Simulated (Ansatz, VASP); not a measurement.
# One calculation of CdTe, two programs

File INCAR:

```
PREC = Accurate ; ENCUT = 520
EDIFF = 1E-8 ; ISMEAR = -1
SIGMA = 0.05 ; LREAL = False
LASPH = True ; NELM = 80
ALGO = Normal ; ISIF = 2
LWAVE = False ; LCHARG = False
GGA = PS ; LEFG = True
NBANDS = 26
```

KPOINTS

```
Automatic mesh
0
Gamma
  9 9 6
```

File POSCAR:

```
CdTe
1.0
    3.0855915320     -3.1151036966      0.0000000000
    3.0855915320      3.1151036966      0.0000000000
    0.0000000000      0.0000000000      6.1309886192
Cd Te
2 2
Direct
    0.2770300000      0.7229700000      0.7500000000
    0.7229700000      0.2770300000      0.2500000000
    0.7661370000      0.2338630000      0.7500000000
    0.2338630000      0.7661370000      0.2500000000
```

Input for Ansatz:

```yaml
crystal:
  lattice:
    - [3.085591532, -3.1151036966, 0.0]
    - [3.085591532, 3.1151036966, 0.0]
    - [0.0, 0.0, 6.1309886192]
  atoms:
    - { symbol: Cd, position: [0.27703, 0.72297, 0.75] }
    - { symbol: Cd, position: [0.72297, 0.27703, 0.25] }
    - { symbol: Te, position: [0.766137, 0.233863, 0.75] }
    - { symbol: Te, position: [0.233863, 0.766137, 0.25] }
kpoints:
  mp_grid: { grid: [9, 9, 6] }
scf:
  occupations: { method: fermi_dirac, width: 0.05 }
hamiltonian:
  xc: pbesol
  pseudopotentials: { kind: all_electron, datasets: crystal }
output:
  forces: true
  stress: true
  eigenvalues: true
  efg: { contact_densities: true }
```

Change from the starting cell: volume scaled by 1.02, crystal datasets.

Alike in both runs: task electric field gradients; functional PBEsol; k mesh 9 × 9 × 6; occupations fermi-dirac, width 0.05 eV; no spin polarisation.

|  | VASP | Ansatz |
| --- | --- | --- |
| version | VASP 6.6.1 | Ansatz 0.2.0 |
| potentials or method | VASP PAW PBE potentials, release 64 (Cd, Te), cutoff 520 eV | all-electron PAW with datasets made for the crystal, scalar-relativistic |

Ansatz gave:

| Property | Result |
| --- | --- |
| pressure (GPa) | -4.0 |
| traceless stress, the component that is largest in VASP (GPa) | 0.20 |
| rms of the force components (eV/Å) | 0.033 |
| size of Vzz on the site where it differs most (V/Å²) | 9.2 |

Question: Estimate VASP's values.

Answer: Pressure (GPa): -3.8; traceless stress, the component that is largest in VASP (GPa): 0.21; rms of the force components (eV/Å): 0.031; size of Vzz on the site where it differs most (V/Å²): 8.5.

VASP's potentials were made for PBE, not for PBEsol. Atom by atom the forces differ by 0.003 eV/Å (rms over components). Ansatz ran all-electron here, and VASP with PAW potentials.

Spin-orbit coupling is off throughout.
